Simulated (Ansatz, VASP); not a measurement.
**ZnCu: VASP beside Ansatz**

Contents of INCAR:

```
SYSTEM = ZnCu
ALGO = Fast ; EDIFF = 1E-6
ENCUT = 520 ; GGA = PS
ISIF = 2 ; ISMEAR = 0
LASPH = .TRUE. ; LCHARG = .TRUE.
LELF = .TRUE. ; LREAL = .FALSE.
LVHAR = .TRUE. ; LWAVE = .FALSE.
NBANDS = 18 ; NELM = 60
PREC = Accurate ; SIGMA = 0.15
```

The input KPOINTS:

```
k-points
0
G
  18 18 18
  0 0 0
```

Contents of POSCAR:

```
ZnCu
1.0
    2.9920497891      0.1644708421      0.1644708421
    0.1644708421      2.9920497891      0.1644708421
    0.1644708421      0.1644708421      2.9920497891
Zn Cu
1 1
Direct
    0.5000000000      0.5000000000      0.5000000000
    0.0000000000      0.0000000000      0.0000000000
```

Input for Ansatz:

```yaml
crystal:
  lattice:
    - [2.9920497891, 0.1644708421, 0.1644708421]
    - [0.1644708421, 2.9920497891, 0.1644708421]
    - [0.1644708421, 0.1644708421, 2.9920497891]
  atoms:
    - { symbol: Zn, position: [0.5, 0.5, 0.5] }
    - { symbol: Cu, position: [0.0, 0.0, 0.0] }
basis:
  ecutwfc: 520.0
kpoints:
  mp_grid: { grid: [18, 18, 18] }
hamiltonian:
  xc: pbesol
  pseudopotentials: { kind: paw }
scf:
  occupations: { method: gaussian, width: 0.15 }
output:
  forces: true
  stress: true
  eigenvalues: true
```

Alike in both runs: task single point; functional PBEsol; k mesh 18 × 18 × 18; occupations gaussian, width 0.15 eV; no spin polarisation.

|  | VASP | Ansatz |
| --- | --- | --- |
| version | VASP 6.6.1 | Ansatz 0.2.0 |
| potentials or method | VASP PAW PBE potentials, release 64 (Zn, Cu), cutoff 520 eV | scalar-relativistic, plane waves, PAW |
| valence electrons in the cell | 23 | 31 |

|  | VASP | Ansatz | Ansatz less VASP |
| --- | --- | --- | --- |
| gap on the k mesh at the Fermi level (eV) | none | none | - |
| pressure (GPa) | -4.9 | -5.8 | -0.89 |
| traceless stress, the component that is largest in VASP (GPa) | -5.13 | -5.06 | +0.070 |

VASP's potentials were made for PBE, not for PBEsol. A gap of «none» marks a metal or a gap that the smearing closes. VASP's potentials hold 23 valence electrons a cell and Ansatz's 31, so a difference there can come from the potentials and not from the codes.
